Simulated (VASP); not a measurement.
Set up this calculation in VASP 6.6.1, as the native input.

```
Task                   : single point
Functional             : PBE
Potentials or basis    : VASP PAW PBE potentials, release 64 (Nb_sv, Ga_d, C)
Cutoff                 : 520 eV
k mesh                 : 8 × 8 × 8
Occupations            : gaussian, width 0.1 eV
Spin                   : no spin polarisation
Dipole correction      : no
Further INCAR settings : ALGO = Normal; EDIFF = 1e-06; NBANDS = 48
```

The structure of Nb2Ga3C3 lies in POSCAR:

```
Nb2Ga3C3
1.0
    4.8681268583      0.0000000000      0.0000000000
    0.0000000000      4.8681268583      0.0000000000
    0.0000000000      0.0000000000      4.8681268583
Nb Ga C
2 3 3
Direct
    0.5000000000      0.5000000000      0.5000000000
    0.0000000000      0.0000000000      0.0000000000
    0.0000000000      0.5000000000      0.5000000000
    0.5000000000      0.0000000000      0.5000000000
    0.5000000000      0.5000000000      0.0000000000
    0.5000000000      0.0000000000      0.0000000000
    0.0000000000      0.5000000000      0.0000000000
    0.0000000000      0.0000000000      0.5000000000
```

The input as run:

INCAR

```
SYSTEM = Nb2Ga3C3
  ALGO = Normal
  EDIFF = 1E-6
  ENCUT = 520
  GGA = PE
  ISIF = 2
  ISMEAR = 0
  LASPH = .TRUE.
  LCHARG = .FALSE.
  LREAL = .FALSE.
  LWAVE = .FALSE.
  NBANDS = 48
  NELM = 80
  PREC = Accurate
  SIGMA = 0.1
```

KPOINTS

```
k-points
0
G
  8 8 8
  0 0 0
```

Potentials or basis: VASP PAW PBE potentials, release 64 (Nb_sv, Ga_d, C).

The run is started by

```console
$ cat potpaw_PBE.64/Nb_sv/POTCAR potpaw_PBE.64/Ga_d/POTCAR potpaw_PBE.64/C/POTCAR > POTCAR
$ mpirun -np 1 vasp_std > vasp.out
```

Results of the run:

```json
{
  "Pressure": "0.1 GPa"
}
```

It took 7.9 min on 1 thread of AMD EPYC 7R13 (shared host), peak memory 0.28 GiB.
